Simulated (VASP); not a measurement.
# CoNiO2 (P4/mmm) in VASP: a series of runs

The runs below take CoNiO2 through single point, relaxation of cell and atoms, with PBE.

All numbers are computed with VASP 6.6.1; they aren't measurements. Logs are shortened: lines on timing, memory, paths and dates and some standing lists are left out, and cuts for length are marked.

## Step 1: The cell of the first run

Symmetry: P4/mmm, No. 123, tetragonal system. The conventional cell has a = 2.921 Å, b = 2.921 Å, c = 4.135 Å, α = 90.00°, β = 90.00°, γ = 90.00°. Co (site symmetry 4/mmm) has 6 O at 2.07 Å within 2.7 Å. Within 2.7 Å of Ni (site symmetry 4/mmm) lie 6 O at 2.07 Å. O (site symmetry 4/mmm) has 4 Ni at 2.07 Å and 2 Co at 2.07 Å within 2.7 Å. O (site symmetry 4/mmm) has 4 Co at 2.07 Å and 2 Ni at 2.07 Å within 2.7 Å.

## Step 2: Single point, PBE

The input, INCAR:

```
SYSTEM = CoNiO2
ALGO = Normal
EDIFF = 1E-6
ENCUT = 520
GGA = PE
ISIF = 2
ISMEAR = 0
LASPH = .TRUE.
LCHARG = .FALSE.
LREAL = .FALSE.
LWAVE = .FALSE.
NBANDS = 24
NELM = 100
PREC = Accurate
SIGMA = 0.1
```

The input, KPOINTS:

```
k-points
0
G
  14 14 10
  0 0 0
```

The input, POSCAR:

```
CoNiO2
1.0
    2.9214868176      0.0000000000      0.0000000000
    0.0000000000      2.9214868176      0.0000000000
    0.0000000000      0.0000000000      4.1352048695
Co Ni O
1 1 2
Direct
    0.5000000000      0.5000000000      0.5000000000
    0.0000000000      0.0000000000      0.0000000000
    0.5000000000      0.5000000000      0.0000000000
    0.0000000000      0.0000000000      0.5000000000
```

Potentials or basis: VASP PAW PBE potentials, release 64 (Co, Ni, O).

On the command line:

```
$ cat potpaw_PBE.64/Co/POTCAR potpaw_PBE.64/Ni/POTCAR potpaw_PBE.64/O/POTCAR > POTCAR
$ mpirun -np 1 vasp_std > vasp.out
```

OUTCAR:

```text
SYSTEM = CoNiO2
   EDIFF = 1E-6
   ENCUT = 520
   GGA = PE
   ISIF = 2
   ISMEAR = 0
   LASPH = .TRUE.
   LREAL = .FALSE.
   NELM = 100
   PREC = Accurate

 ion  position               nearest neighbor table
   1  0.500  0.500  0.500-   4 2.07   4 2.07   4 2.07   4 2.07   3 2.07   3 2.07   2 2.92   2 2.92
                             2 2.92   2 2.92   2 2.92   2 2.92   2 2.92   2 2.92
   2  0.000  0.000  0.000-   3 2.07   3 2.07   3 2.07   3 2.07   4 2.07   4 2.07   1 2.92   1 2.92
                             1 2.92   1 2.92   1 2.92   1 2.92   1 2.92   1 2.92
   3  0.500  0.500  0.000-   2 2.07   2 2.07   2 2.07   2 2.07   1 2.07   1 2.07
   4  0.000  0.000  0.500-   1 2.07   1 2.07   1 2.07   1 2.07   2 2.07   2 2.07

  LATTYP: Found a simple tetragonal cell.
 ALAT       =     2.9214868176
 C/A-ratio  =     1.4154453289

  Lattice vectors:

 A1 = (   2.9214868176,   0.0000000000,   0.0000000000)
 A2 = (   0.0000000000,   2.9214868176,   0.0000000000)
 A3 = (   0.0000000000,   0.0000000000,   4.1352048695)

Analysis of symmetry for initial positions (statically):
=====================================================================
 Subroutine PRICEL returns:
 Original cell was already a primitive cell.

 Routine SETGRP: Setting up the symmetry group for a
 simple tetragonal supercell.

 Subroutine GETGRP returns: Found 16 space group operations
 (whereof 16 operations were pure point group operations)
 out of a pool of 16 trial point group operations.

The static configuration has the point symmetry D_4h.

Analysis of symmetry for dynamics (positions and initial velocities):
=====================================================================
 Subroutine PRICEL returns:
 Original cell was already a primitive cell.

 Routine SETGRP: Setting up the symmetry group for a
 simple tetragonal supercell.

 Subroutine GETGRP returns: Found 16 space group operations
 (whereof 16 operations were pure point group operations)
 out of a pool of 16 trial point group operations.

The dynamic configuration has the point symmetry D_4h.

 Subroutine INISYM returns: Found 16 space group operations
 (whereof 16 operations are pure point group operations),
 and found     1 'primitive' translations

----------------------------------------------------------------------------------------

                                     Primitive cell

  volume of cell :      35.2943

  direct lattice vectors                    reciprocal lattice vectors
     2.921486818  0.000000000  0.000000000     0.342291464  0.000000000  0.000000000
     0.000000000  2.921486818  0.000000000     0.000000000  0.342291464  0.000000000
     0.000000000  0.000000000  4.135204869     0.000000000  0.000000000  0.241825987

  length of vectors
     2.921486818  2.921486818  4.135204869     0.342291464  0.342291464  0.241825987

  position of ions in fractional coordinates (direct lattice)
     0.500000000  0.500000000  0.500000000
     0.000000000  0.000000000  0.000000000
     0.500000000  0.500000000  0.000000000
     0.000000000  0.000000000  0.500000000

  ion indices of the primitive-cell ions
   primitive index   ion index
                 1           1
                 2           2
                 3           3
                 4           4

----------------------------------------------------------------------------------------

 KPOINTS: k-points

Automatic generation of k-mesh.
 Grid dimensions read from file:
 generate k-points for:   14   14   10

 Generating k-lattice:

  Cartesian coordinates                     Fractional coordinates (reciprocal lattice)
     0.024449390  0.000000000  0.000000000     0.071428571  0.000000000  0.000000000
     0.000000000  0.024449390  0.000000000     0.000000000  0.071428571  0.000000000
     0.000000000  0.000000000  0.024182599     0.000000000  0.000000000  0.100000000

  Length of vectors
     0.024449390  0.024449390  0.024182599

  Shift w.r.t. Gamma in fractional coordinates (k-lattice)
     0.000000000  0.000000000  0.000000000

 Subroutine IBZKPT returns following result:
 ===========================================

 Found    216 irreducible k-points:

 Following reciprocal coordinates:
            Coordinates               Weight
  0.000000  0.000000  0.000000      1.000000
  0.071429  0.000000  0.000000      4.000000
  0.142857  0.000000  0.000000      4.000000
  0.214286  0.000000  0.000000      4.000000
  0.285714  0.000000  0.000000      4.000000
  0.357143  0.000000  0.000000      4.000000
[... 16 lines left out ...]
  0.285714  0.214286  0.000000      8.000000
  0.357143  0.214286  0.000000      8.000000
 [... further k-points ...]
   k-points           NKPTS =    216   k-points in BZ     NKDIM =    216   number of bands    NBANDS=     24
   number of dos      NEDOS =    301   number of ions     NIONS =      4
   total plane-waves  NPLWV =  18432
   dimension x,y,z NGX =    24 NGY =   24 NGZ =   32
   dimension x,y,z NGXF=    48 NGYF=   48 NGZF=   64
   ions per type =               1   1   2
   NGX,Y,Z   is equivalent  to a cutoff of  13.66, 13.66, 12.86 a.u.
   NGXF,Y,Z  is equivalent  to a cutoff of  27.31, 27.31, 25.73 a.u.
 SYSTEM =  CoNiO2
   PREC   = accura    normal or accurate (medium, high low for compatibility)
   ISTART =      0    job   : 0-new  1-cont  2-samecut
   ICHARG =      2    charge: 1-file 2-atom 10-const
   ISPIN  =      1    spin polarized calculation?
   LNONCOLLINEAR =      F non collinear calculations
   LSORBIT =      F    spin-orbit coupling
   LASPH  =      T    aspherical Exc in radial PAW
   ENCUT  =  520.0 eV  38.22 Ry    6.18 a.u.   5.43  5.43  7.69*2*pi/ulx,y,z
   NELM   =    100;   NELMIN=  2; NELMDL= -5     # of ELM steps
   EDIFF  = 0.1E-05   stopping-criterion for ELM
   LREAL  =      F    real-space projection
   EDIFFG = 0.1E-04   stopping-criterion for IOM
   NSW    =      0    number of steps for IOM
   IBRION =     -1    ionic relax: 0-MD 1-quasi-New 2-CG
   NFREE  =      0    steps in history (QN), initial steepest desc. (CG)
   ISIF   =      2    stress and relaxation
   ISYM   =      2    0-nonsym 1-usesym 2-fastsym
   POTIM  = 0.5000    time-step for ionic-motion
   TEBEG  =    0.0;   TEEND  =   0.0 temperature during run
   PSTRESS=    0.0 pullay stress
   NELECT =      31.0000    total number of electrons
   NUPDOWN=      -1.0000    fix difference up-down
   EMIN   =  10.00;   EMAX   =-10.00  energy-range for DOS
   EFERMI =   0.00;   METHOD = LEGACY
   ISMEAR =     0;   SIGMA  =   0.10  broadening in eV -4-tet -1-fermi 0-gaus
   EFERMI_NEDOS =   21; number of points for ismear=-14 and -15
   IALGO  =     38    algorithm
   IMIX   =      4    mixing-type and parameters
     AMIX     =   0.40;   BMIX     =  1.00
     AMIX_MAG =   1.60;   BMIX_MAG =  1.00
  volume/ion in A,a.u.               =       8.82        59.54
  Fermi-wavevector in a.u.,A,eV,Ry     =   1.567811  2.962734 33.443555  2.458032
  Thomas-Fermi vector in A             =   2.669936
   LORBIT       =      0    0 simple, 1 ext, 2 COOP (PROOUT), +10 PAW based schemes
   GGA     = PE    functional components
   LHFCALC =     F    Hartree Fock is set to
   AEXX    =    0.0000 exact exchange contribution
   IVDW    =     0    specifies the selected vdW correction
   LEPSILON=     F    determine dielectric tensor
   LRPA    =     F    only Hartree local field effects (RPA)
 non-spin polarized calculation
 Gauss-broadening in eV      SIGMA  =   0.10
  energy-cutoff  :      520.00
  volume of cell :       35.29
 maximum number of plane-waves:       999
 NGX is ok and might be reduce to    24
   NGX = 11   NGY = 11   NGZ = 15

 number of electron      31.0000020 magnetization

 Free energy of the ion-electron system (eV)
  ---------------------------------------------------
  ext. energy  EPLUGINS =         0.00000000
  ---------------------------------------------------
  free energy    TOTEN  =       -24.09648539 eV

  energy without entropy =      -24.07239713  energy(sigma->0) =      -24.08444126

 E-fermi :   8.7176     XC(G=0): -12.9113

 val. band max:        8.7121285427   @ k =   0.3571   0.2143   0.5000
 cond. band min:       8.7177461632   @ k =   0.0714   0.0000   0.2000
 fundamental gap:      0.0056176205
 Fermi energy:         8.7175665123

 k-point     1 :       0.0000    0.0000    0.0000
  band No.  band energies     occupation
      1     -12.2527      2.00000
      2     -10.7858      2.00000
      3       1.3283      2.00000
      4       3.9480      2.00000
      5       3.9480      2.00000
      6       5.2397      2.00000
[... 16 lines left out ...]
     23      25.8402      0.00000
     24      25.8402      0.00000

 k-point     2 :       0.0714    0.0000    0.0000
  band No.  band energies     occupation
      1     -12.2120      2.00000
      2     -10.7742      2.00000
      3       1.3609      2.00000
      4       3.6721      2.00000
      5       3.8694      2.00000
      6       4.9006      2.00000
[... 16 lines left out ...]
     23      25.6031      0.00000
     24      25.7645      0.00000

 k-point     3 :       0.1429    0.0000    0.0000
  band No.  band energies     occupation
      1     -12.0946      2.00000
      2     -10.7443      2.00000
      3       1.4583      2.00000
      4       3.0701      2.00000
      5       3.6728      2.00000
      6       4.1643      2.00000
[... 16 lines left out ...]
     23      24.3776      0.00000
     24      25.5513      0.00000

 k-point     4 :       0.2143    0.0000    0.0000
  band No.  band energies     occupation
      1     -11.9109      2.00000
      2     -10.7100      2.00000
      3       1.6191      2.00000
      4       2.3996      2.00000
      5       3.3315      2.00000
      6       3.4347      2.00000
[... 16 lines left out ...]
     23      23.1773      0.00000
     24      25.2413      0.00000

 k-point     5 :       0.2857    0.0000    0.0000
  band No.  band energies     occupation
      1     -11.6791      2.00000
      2     -10.6921      2.00000
      3       1.7983      2.00000
      4       1.8405      2.00000
      5       2.5437      2.00000
      6       3.2179      2.00000
[... 451 lines left out ...]
 k-point    22 :       0.2143    0.2143    0.0000
  band No.  band energies     occupation
      1     -11.6378      2.00000
      2     -10.6690      2.00000
      3       1.9290      2.00000
      4       2.2690      2.00000
      5       2.4037      2.00000
      6       2.6553      2.00000
[... 16 lines left out ...]
     23      22.8690      0.00000
     24      22.9618      0.00000

 k-point    23 :       0.2857    0.2143    0.0000
  band No.  band energies     occupation
      1     -11.4552      2.00000
      2     -10.6653      2.00000
      3       1.8715      2.00000
      4       2.0190      2.00000
      5       2.1618      2.00000
      6       2.6902      2.00000
[... 16 lines left out ...]
     23      22.3800      0.00000
     24      22.3813      0.00000

 k-point    24 :       0.3571    0.2143    0.0000
  band No.  band energies     occupation
      1     -11.2578      2.00000
      2     -10.6909      2.00000
      3       1.5525      2.00000
      4       1.6489      2.00000
      5       2.4498      2.00000
      6       2.8152      2.00000
[... 16 lines left out ...]
     23      21.2588      0.00000
     24      21.6762      0.00000

 [... further k-points ...]
[... 5 lines left out ...]
  --------------------------------------------------------------------------------------
  -------------------------------------------------------------------------------------
  Total        0.0131561      0.0131561      0.0093944      0.0000000      0.0000000      0.0000000
  in kB        0.5972168      0.5972168      0.4264585      0.0000000      0.0000000      0.0000000
  external PRESSURE =       0.5402973 kB  Pullay stress =       0.0000000 kB

 VOLUME and BASIS-vectors are now :
 -----------------------------------------------------------------------------
  energy-cutoff  :      520.00
  volume of cell :       35.29
      direct lattice vectors                 reciprocal lattice vectors
     2.921486818  0.000000000  0.000000000     0.342291464  0.000000000  0.000000000
     0.000000000  2.921486818  0.000000000     0.000000000  0.342291464  0.000000000
     0.000000000  0.000000000  4.135204869     0.000000000  0.000000000  0.241825987

 POSITION                                       TOTAL-FORCE (eV/Angst)
 -----------------------------------------------------------------------------------
      1.46074      1.46074      2.06760         0.000000      0.000000      0.000000
      0.00000      0.00000      0.00000         0.000000      0.000000      0.000000
      1.46074      1.46074      0.00000         0.000000      0.000000      0.000000
      0.00000      0.00000      2.06760         0.000000      0.000000      0.000000
 -----------------------------------------------------------------------------------
    total drift:                                0.000000     -0.000000     -0.000000

  FREE ENERGIE OF THE ION-ELECTRON SYSTEM (eV)
  ---------------------------------------------------
  free  energy   TOTEN  =       -24.0964853889 eV

  energy  without entropy=      -24.0723971268  energy(sigma->0) =      -24.08444126
```

Run time: 5.7 min. Hardware: 1 thread of AMD EPYC 7R13, shared host; peak memory 0.27 GiB.

Results:

| Item | Value |
| --- | --- |
| Free energy | -24.0965 eV |
| Pressure | 0.1 GPa |

Caveat: an odd number of electrons without spin polarisation forces a metal; a magnetic or distorted state may lie lower; the run has no spin polarisation, though such a crystal can be magnetic; semilocal functionals often make such compounds metallic where correlation or magnetic order opens a gap, which also shifts bond lengths. Spin polarisation is off, so any magnetic state and its effect on volume and gap are missing.

## Step 3: Relaxation of cell and atoms, PBE

This run uses another cell than the first one, of 9.59 Å³/atom, 1.087 times its volume.

The input, INCAR:

```
SYSTEM = CoNiO2
ALGO = Normal ; EDIFF = 1E-7
EDIFFG = -0.01 ; ENCUT = 600
GGA = PE ; IBRION = 2
ISIF = 3 ; ISMEAR = 0
LASPH = .TRUE. ; LCHARG = .FALSE.
LREAL = .FALSE. ; LWAVE = .FALSE.
NELM = 80 ; NSW = 80
PREC = Accurate ; SIGMA = 0.1
```

KPOINTS is that of step 2.

The input, POSCAR:

```
CoNiO2
1.0
    3.0143330000      0.0000000000      0.0000000000
    0.0000000000      3.0143330000      0.0000000000
    0.0000000000      0.0000000000      4.2222850000
Co Ni O
1 1 2
Direct
    0.5000000000      0.5000000000      0.5000000000
    0.0000000000      0.0000000000      0.0000000000
    0.5000000000      0.5000000000      0.0000000000
    0.0000000000      0.0000000000      0.5000000000
```

Potentials or basis: VASP PAW PBE potentials, release 64 (Co, Ni, O).

On the command line:

```
$ cat potpaw_PBE.64/Co/POTCAR potpaw_PBE.64/Ni/POTCAR potpaw_PBE.64/O/POTCAR > POTCAR
$ mpirun -np 1 vasp_std > vasp.out
```

It took 36 min on 1 thread of AMD EPYC 7R13, shared host; peak memory 0.32 GiB.

It converged, with:

- Free energy: -24.1085 eV
- Relaxed volume: 8.81 Å³/atom
- Relaxed cell: a = 2.921 Å, b = 2.921 Å, c = 4.133 Å, α = 90.00°, β = 90.00°, γ = 90.00°
- Space group after relaxing (to 0.05 Å): P4/mmm (No. 123)
- Energy gained by relaxing: 39.6 meV/atom
- Ionic steps: 9
- Pressure after relaxing: 0.0 GPa

The path:
```csv
step,energy change (eV),largest force (eV/Å),pressure (GPa),volume (Å³)
1,0.0000,0.0000,-14.97,38.36
2,-0.1000,0.0000,11.65,33.60
3,-0.1574,0.0000,-0.04,35.27
4,-0.1573,0.0000,0.32,35.20
5,-0.1579,0.0000,0.35,35.20
6,-0.1582,0.0000,0.42,35.19
7,-0.1582,0.0000,0.37,35.19
8,-0.1582,0.0000,-0.43,35.32
9,-0.1583,0.0000,-0.02,35.25
```

Final structure:
```xyz
4
Lattice="2.9205 0.0000 0.0000 0.0000 2.9205 0.0000 0.0000 0.0000 4.1333" Properties=species:S:1:pos:R:3 pbc="T T T"
Co    1.4603    1.4603    2.0666
Ni    0.0000    0.0000    0.0000
O     1.4603    1.4603    0.0000
O     0.0000    0.0000    2.0666
```

Levels at points of the mesh, in eV from the Fermi level:
| k point | band 13 | band 14 | band 15 | band 16 | band 17 | band 18 | band 19 |
| --- | --- | --- | --- | --- | --- | --- | --- |
| (0.00, 0.00, 0.00) | -1.51 | -1.47 | -0.85 | -0.49 | -0.49 | -0.28 | 1.79 |
| (0.50, 0.00, 0.00) | -0.58 | -0.58 | -0.45 | -0.01 | 1.22 | 1.75 | 7.19 |
| (0.50, 0.50, 0.00) | -0.82 | -0.53 | -0.53 | -0.35 | -0.25 | -0.15 | 6.50 |
| (0.00, 0.00, 0.50) | -0.95 | -0.94 | -0.42 | -0.42 | -0.36 | 0.20 | 5.54 |
| (0.50, 0.00, 0.50) | -0.41 | -0.30 | 1.25 | 1.33 | 1.79 | 1.84 | 5.61 |
| (0.50, 0.50, 0.50) | -0.82 | -0.77 | -0.25 | -0.22 | 0.00 | 0.64 | 8.82 |

Caveat: an odd number of electrons without spin polarisation forces a metal; a magnetic or distorted state may lie lower; the run has no spin polarisation, though such a crystal can be magnetic; semilocal functionals often make such compounds metallic where correlation or magnetic order opens a gap, which also shifts bond lengths.
